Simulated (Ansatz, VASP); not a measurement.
One calculation of PtS2, two programs

```
Pt S
1.0
     3.54320    0.00000    0.00000
    -1.77160    3.06850    0.00000
     0.00000    0.00000    5.03880
Pt S
1 2
Direct
  0.00000 0.00000 0.00000
  0.28612 0.63210 0.30954
  0.66667 0.33333 0.75000
```

Alike in both runs: task single point; functional PBEsol; k mesh 12 × 12 × 8; occupations gaussian, width 0.05 eV; no spin polarisation.

```csv
,VASP,Ansatz
version,VASP 6.6.1,Ansatz 0.2.0
potentials or method,"VASP PAW PBE potentials, release 64 (Pt, S), cutoff 520 eV","scalar-relativistic, plane waves, PAW"
valence electrons in the cell,22,30
```

```tsv
	VASP	Ansatz	Ansatz less VASP
gap on the k mesh at the Fermi level (eV)	none	none	-
pressure (GPa)	-10.5	-10.3	+0.20
traceless stress, the component that is largest in VASP (GPa)	-5.21	-5.28	-0.074
rms of the force components (eV/Å)	1.083	1.074	-0.0095
```

VASP's potentials were made for PBE, not for PBEsol. Atom by atom the forces differ by 0.011 eV/Å (rms over components). A gap of «none» marks a metal or a gap that the smearing closes. VASP's potentials hold 22 valence electrons a cell and Ansatz's 30, so a difference there can come from the potentials and not from the codes.

Spin-orbit coupling is off throughout.
